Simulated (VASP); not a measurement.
# C (Pm-3m) in VASP: notebook

C is run at these levels: RPBE; tasks: single point.

Program: VASP 6.6.1. These are calculated values, not measurements. Logs are shortened: lines on timing, memory, paths and dates and some standing lists are left out, and cuts for length are marked.

## (1) The cell of the first run

It takes space group Pm-3m (No. 221, cubic). Conventional cell: a = 1.778 Å, b = 1.778 Å, c = 1.778 Å, α = 90.00°, β = 90.00°, γ = 90.00°. C (site symmetry m-3m) has 6 C at 1.78 Å within 2.4 Å.

## (2) Single point, RPBE

Contents of INCAR:

```
PREC     = Accurate       # precision mode
ENCUT    = 520            # plane-wave cutoff, eV
EDIFF    = 1E-6           # SCF threshold, eV
ISMEAR   = -1             # smearing method
SIGMA    = 0.1            # smearing width, eV
LREAL    = False          # projectors in reciprocal space
LASPH    = True           # aspherical terms in the spheres
NELM     = 60             # most SCF steps
ALGO     = Normal         # electronic algorithm
ISIF     = 2              # what is computed and relaxed
LWAVE    = False          # write WAVECAR
LCHARG   = True           # write CHGCAR
GGA      = RP             # functional
LELF     = True           # ELF
LVHAR    = True         
NBANDS   = 8              # bands
```

Contents of KPOINTS:

```
Automatic mesh
0
Gamma
  20 20 20
```

Contents of POSCAR:

```
C
1.0
    1.7779627791      0.0000000000      0.0000000000
    0.0000000000      1.7779627791      0.0000000000
    0.0000000000      0.0000000000      1.7779627791
C
1
Direct
    0.0000000000      0.0000000000      0.0000000000
```

Potentials or basis: VASP PAW PBE potentials, release 64 (C).

On the command line:

```
$ cat potpaw_PBE.64/C/POTCAR > POTCAR
$ mpirun -np 1 vasp_std > vasp.out
```

OUTCAR:

```text
PREC = Accurate
   ENCUT = 520
   EDIFF = 1E-6
   ISMEAR = -1
   LREAL = False
   LASPH = True
   NELM = 60
   ISIF = 2
   GGA = RP

 ion  position               nearest neighbor table
   1  0.000  0.000  0.000-

  LATTYP: Found a simple cubic cell.
 ALAT       =     1.7779627791

  Lattice vectors:

 A1 = (   1.7779627791,   0.0000000000,   0.0000000000)
 A2 = (   0.0000000000,   1.7779627791,   0.0000000000)
 A3 = (   0.0000000000,   0.0000000000,   1.7779627791)

Analysis of symmetry for initial positions (statically):
=====================================================================
 Subroutine PRICEL returns:
 Original cell was already a primitive cell.

 Routine SETGRP: Setting up the symmetry group for a
 simple cubic supercell.

 Subroutine GETGRP returns: Found 48 space group operations
 (whereof 48 operations were pure point group operations)
 out of a pool of 48 trial point group operations.

The static configuration has the point symmetry O_h .

Analysis of symmetry for dynamics (positions and initial velocities):
=====================================================================
 Subroutine PRICEL returns:
 Original cell was already a primitive cell.

 Routine SETGRP: Setting up the symmetry group for a
 simple cubic supercell.

 Subroutine GETGRP returns: Found 48 space group operations
 (whereof 48 operations were pure point group operations)
 out of a pool of 48 trial point group operations.

The dynamic configuration has the point symmetry O_h .

 Subroutine INISYM returns: Found 48 space group operations
 (whereof 48 operations are pure point group operations),
 and found     1 'primitive' translations

----------------------------------------------------------------------------------------

                                     Primitive cell

  volume of cell :       5.6204

  direct lattice vectors                    reciprocal lattice vectors
     1.777962779  0.000000000  0.000000000     0.562441471  0.000000000  0.000000000
     0.000000000  1.777962779  0.000000000     0.000000000  0.562441471  0.000000000
     0.000000000  0.000000000  1.777962779     0.000000000  0.000000000  0.562441471

  length of vectors
     1.777962779  1.777962779  1.777962779     0.562441471  0.562441471  0.562441471

  position of ions in fractional coordinates (direct lattice)
     0.000000000  0.000000000  0.000000000

  ion indices of the primitive-cell ions
   primitive index   ion index
                 1           1

----------------------------------------------------------------------------------------

 KPOINTS: Automatic mesh

Automatic generation of k-mesh.
 Grid dimensions read from file:
 generate k-points for:   20   20   20

 Generating k-lattice:

  Cartesian coordinates                     Fractional coordinates (reciprocal lattice)
     0.028122074  0.000000000  0.000000000     0.050000000  0.000000000  0.000000000
     0.000000000  0.028122074  0.000000000     0.000000000  0.050000000  0.000000000
     0.000000000  0.000000000  0.028122074     0.000000000  0.000000000  0.050000000

  Length of vectors
     0.028122074  0.028122074  0.028122074

  Shift w.r.t. Gamma in fractional coordinates (k-lattice)
     0.000000000  0.000000000  0.000000000

 Subroutine IBZKPT returns following result:
 ===========================================

 Found    286 irreducible k-points:

 Following reciprocal coordinates:
            Coordinates               Weight
  0.000000  0.000000  0.000000      1.000000
  0.050000  0.000000  0.000000      6.000000
  0.100000  0.000000  0.000000      6.000000
  0.150000  0.000000  0.000000      6.000000
  0.200000  0.000000  0.000000      6.000000
  0.250000  0.000000  0.000000      6.000000
[... 16 lines left out ...]
  0.150000  0.100000  0.000000     24.000000
  0.200000  0.100000  0.000000     24.000000
 [... further k-points ...]
   k-points           NKPTS =    286   k-points in BZ     NKDIM =    286   number of bands    NBANDS=      8
   number of dos      NEDOS =    301   number of ions     NIONS =      1
   total plane-waves  NPLWV =   2744
   dimension x,y,z NGX =    14 NGY =   14 NGZ =   14
   dimension x,y,z NGXF=    28 NGYF=   28 NGZF=   28
   ions per type =               1
   NGX,Y,Z   is equivalent  to a cutoff of  13.09, 13.09, 13.09 a.u.
   NGXF,Y,Z  is equivalent  to a cutoff of  26.18, 26.18, 26.18 a.u.
 SYSTEM =  unknown system
   PREC   = accura    normal or accurate (medium, high low for compatibility)
   ISTART =      0    job   : 0-new  1-cont  2-samecut
   ICHARG =      2    charge: 1-file 2-atom 10-const
   ISPIN  =      1    spin polarized calculation?
   LNONCOLLINEAR =      F non collinear calculations
   LSORBIT =      F    spin-orbit coupling
   LASPH  =      T    aspherical Exc in radial PAW
   ENCUT  =  520.0 eV  38.22 Ry    6.18 a.u.   3.31  3.31  3.31*2*pi/ulx,y,z
   NELM   =     60;   NELMIN=  2; NELMDL= -5     # of ELM steps
   EDIFF  = 0.1E-05   stopping-criterion for ELM
   LREAL  =      F    real-space projection
   EDIFFG = 0.1E-04   stopping-criterion for IOM
   NSW    =      0    number of steps for IOM
   IBRION =     -1    ionic relax: 0-MD 1-quasi-New 2-CG
   NFREE  =      0    steps in history (QN), initial steepest desc. (CG)
   ISIF   =      2    stress and relaxation
   ISYM   =      2    0-nonsym 1-usesym 2-fastsym
   POTIM  = 0.5000    time-step for ionic-motion
   TEBEG  =    0.0;   TEEND  =   0.0 temperature during run
   PSTRESS=    0.0 pullay stress
   NELECT =       4.0000    total number of electrons
   NUPDOWN=      -1.0000    fix difference up-down
   EMIN   =  10.00;   EMAX   =-10.00  energy-range for DOS
   EFERMI =   0.00;   METHOD = LEGACY
   ISMEAR =    -1;   SIGMA  =   0.10  broadening in eV -4-tet -1-fermi 0-gaus
   EFERMI_NEDOS =   21; number of points for ismear=-14 and -15
   IALGO  =     38    algorithm
   IMIX   =      4    mixing-type and parameters
     AMIX     =   0.40;   BMIX     =  1.00
     AMIX_MAG =   1.60;   BMIX_MAG =  1.00
  volume/ion in A,a.u.               =       5.62        37.93
  Fermi-wavevector in a.u.,A,eV,Ry     =   1.461635  2.762089 29.067158  2.136376
  Thomas-Fermi vector in A             =   2.577943
   LORBIT       =      0    0 simple, 1 ext, 2 COOP (PROOUT), +10 PAW based schemes
   GGA     = RP    functional components
   LHFCALC =     F    Hartree Fock is set to
   AEXX    =    0.0000 exact exchange contribution
   IVDW    =     0    specifies the selected vdW correction
   LEPSILON=     F    determine dielectric tensor
   LRPA    =     F    only Hartree local field effects (RPA)
 non-spin polarized calculation
  energy-cutoff  :      520.00
  volume of cell :        5.62
 maximum number of plane-waves:       160
 NGX is ok and might be reduce to    14
   NGX =  7   NGY =  7   NGZ =  7

 number of electron       4.0000000 magnetization

 Free energy of the ion-electron system (eV)
  ---------------------------------------------------
  ext. energy  EPLUGINS =         0.00000000
  ---------------------------------------------------
  free energy    TOTEN  =        -6.00664577 eV

  energy without entropy =       -5.99562441  energy(sigma->0) =       -6.00113509

 E-fermi :  10.7381     XC(G=0): -13.7612

 val. band max:       10.7093378756   @ k =   0.5000   0.4000   0.2000
 cond. band min:      10.7728885183   @ k =   0.4000   0.4000   0.1500
 fundamental gap:      0.0635506427
 Fermi energy:        10.7381012390

 k-point     1 :       0.0000    0.0000    0.0000
  band No.  band energies     occupation
      1     -11.2362      2.00000
      2      20.1882      0.00000
      3      20.1882      0.00000
      4      20.1882      0.00000
      5      36.1740      0.00000
      6      36.1740      0.00000
      7      41.7910      0.00000
      8      66.6799      0.00000

 k-point     2 :       0.0500    0.0000    0.0000
  band No.  band energies     occupation
      1     -11.1386      2.00000
      2      19.4479      0.00000
      3      20.2523      0.00000
      4      20.2523      0.00000
      5      36.2835      0.00000
      6      36.9726      0.00000
      7      41.7928      0.00000
      8      66.0297      0.00000

 k-point     3 :       0.1000    0.0000    0.0000
  band No.  band energies     occupation
      1     -10.8453      2.00000
      2      17.5870      0.00000
      3      20.4463      0.00000
      4      20.4463      0.00000
      5      36.6108      0.00000
      6      38.9364      0.00000
      7      41.8545      0.00000
      8      64.3199      0.00000

 k-point     4 :       0.1500    0.0000    0.0000
  band No.  band energies     occupation
      1     -10.3569      2.00000
      2      15.1733      0.00000
      3      20.7585      0.00000
      4      20.7585      0.00000
      5      37.1526      0.00000
      6      40.7812      0.00000
      7      42.6239      0.00000
      8      61.9745      0.00000

 k-point     5 :       0.2000    0.0000    0.0000
  band No.  band energies     occupation
      1      -9.6741      2.00000
      2      12.5612      0.00000
      3      21.1708      0.00000
      4      21.1708      0.00000
      5      37.9017      0.00000
      6      41.0931      0.00000
      7      45.0442      0.00000
      8      59.4204      0.00000

 k-point     6 :       0.2500    0.0000    0.0000
  band No.  band energies     occupation
      1      -8.7980      2.00000
      2       9.9267      1.99940
      3      21.6556      0.00000
      4      21.6556      0.00000
      5      38.8452      0.00000
      6      41.0162      0.00000
      7      47.6044      0.00000
      8      56.9340      0.00000

 k-point     7 :       0.3000    0.0000    0.0000
  band No.  band energies     occupation
      1      -7.7303      2.00000
      2       7.3585      2.00000
      3      22.1739      0.00000
      4      22.1739      0.00000
      5      39.9588      0.00000
      6      40.8736      0.00000
      7      49.7196      0.00000
      8      54.6845      0.00000
[... 133 lines left out ...]
 k-point    20 :       0.4500    0.0500    0.0000
  band No.  band energies     occupation
      1      -3.3187      2.00000
      2       0.5349      2.00000
      3      22.9245      0.00000
      4      23.4486      0.00000
      5      39.7214      0.00000
      6      43.9807      0.00000
      7      49.4494      0.00000
      8      50.5651      0.00000

 k-point    21 :       0.5000    0.0500    0.0000
  band No.  band energies     occupation
      1      -1.8016      2.00000
      2      -1.1573      2.00000
      3      23.0374      0.00000
      4      23.5510      0.00000
      5      39.6485      0.00000
      6      44.4553      0.00000
      7      49.0050      0.00000
      8      50.2586      0.00000

 k-point    22 :       0.1000    0.1000    0.0000
  band No.  band energies     occupation
      1     -10.4550      2.00000
      2      17.1517      0.00000
      3      18.6835      0.00000
      4      20.7047      0.00000
      5      38.2093      0.00000
      6      40.4891      0.00000
      7      41.6527      0.00000
      8      61.8597      0.00000

 k-point    23 :       0.1500    0.1000    0.0000
  band No.  band energies     occupation
      1      -9.9677      2.00000
      2      15.2200      0.00000
      3      18.6208      0.00000
      4      21.0141      0.00000
      5      38.9841      0.00000
      6      41.2507      0.00000
      7      42.9296      0.00000
      8      59.6411      0.00000

 k-point    24 :       0.2000    0.1000    0.0000
  band No.  band energies     occupation
      1      -9.2868      2.00000
      2      12.7374      0.00000
      3      19.0127      0.00000
      4      21.4210      0.00000
      5      39.7357      0.00000
      6      40.8399      0.00000
      7      45.5692      0.00000
      8      57.3552      0.00000

 [... further k-points ...]

------------------------ aborting loop because EDIFF is reached ----------------------------------------

  FORCE on cell =-STRESS in cart. coord.  units (eV):
  Direction    XX          YY          ZZ          XY          YZ          ZX
  --------------------------------------------------------------------------------------
  -------------------------------------------------------------------------------------
  Total        0.1484934      0.1484934      0.1484934     -0.0000000     -0.0000000     -0.0000000
  in kB       42.3301311     42.3301311     42.3301311     -0.0000000     -0.0000000     -0.0000000
  external PRESSURE =      42.3301311 kB  Pullay stress =       0.0000000 kB

 VOLUME and BASIS-vectors are now :
 -----------------------------------------------------------------------------
  energy-cutoff  :      520.00
  volume of cell :        5.62
      direct lattice vectors                 reciprocal lattice vectors
     1.777962779  0.000000000  0.000000000     0.562441471  0.000000000  0.000000000
     0.000000000  1.777962779  0.000000000     0.000000000  0.562441471  0.000000000
     0.000000000  0.000000000  1.777962779     0.000000000  0.000000000  0.562441471

 POSITION                                       TOTAL-FORCE (eV/Angst)
 -----------------------------------------------------------------------------------
      0.00000      0.00000      0.00000         0.000000      0.000000      0.000000
 -----------------------------------------------------------------------------------
    total drift:                               -0.000000     -0.000000     -0.000000

  FREE ENERGIE OF THE ION-ELECTRON SYSTEM (eV)
  ---------------------------------------------------
  free  energy   TOTEN  =        -6.0066457728 eV

  energy  without entropy=       -5.9956244122  energy(sigma->0) =       -6.00113509
```

Run time: 4.2 s. Hardware: 1 thread of Intel Xeon Platinum 8375C at 2.90GHz (Ice Lake), shared host; peak memory 0.11 GiB.

What came out:

```yaml
Free_energy: -6.0066 eV
Pressure: 4.2 GPa
Band_gap_on_the_k_mesh: zero (band 2 reaches 20.19 eV, above the bottom of band 3 at 7.93 eV)
```

Caveat: the PAW data sets were made with another functional, which shifts forces and pressure a little.

## (3) Single point, RPBE (volume scaled by 1.04)

Contents of INCAR:

```
PREC = Accurate ; ENCUT = 520
EDIFF = 1E-6 ; ISMEAR = -1
SIGMA = 0.1 ; LREAL = False
LASPH = True ; NELM = 80
ALGO = Normal ; ISIF = 2
LWAVE = False ; LCHARG = True
GGA = RP ; LELF = True
LVHAR = True ; NBANDS = 8
```

Contents of KPOINTS:

```
regular mesh
0
Gamma
  20 20 20
```

Contents of POSCAR:

```
C
1.0
    1.8013597093      0.0000000000      0.0000000000
    0.0000000000      1.8013597093      0.0000000000
    0.0000000000      0.0000000000      1.8013597093
C
1
Direct
    0.0000000000      0.0000000000      0.0000000000
```

Potentials or basis: VASP PAW PBE potentials, release 64 (C).

On the command line:

```
$ cat potpaw_PBE.64/C/POTCAR > POTCAR
$ mpirun -np 1 vasp_std > vasp.out
```

Run time: 4.2 s. Hardware: 1 thread of Intel Xeon Platinum 8375C at 2.90GHz (Ice Lake), shared host; peak memory 0.11 GiB.

Results (log left out):

* Free energy: -6.0042 eV
* Pressure: -7.6 GPa
* Band gap on the k mesh: zero (band 2 reaches 19.27 eV, above the bottom of band 3 at 7.10 eV)

Levels at points of the mesh, in eV from the Fermi level:
| k point | band 1 | band 2 | band 3 | band 4 | band 5 |
| --- | --- | --- | --- | --- | --- |
| (0.00, 0.00, 0.00) | -21.38 | 9.15 | 9.15 | 9.15 | 25.07 |
| (0.50, 0.00, 0.00) | -12.39 | -11.50 | 12.31 | 12.31 | 29.09 |
| (0.50, 0.50, 0.00) | -5.62 | -5.62 | -3.01 | 8.43 | 14.87 |
| (0.50, 0.50, 0.50) | -0.79 | -0.79 | -0.79 | 7.59 | 17.35 |

Caveat: the PAW data sets were made with another functional, which shifts forces and pressure a little.
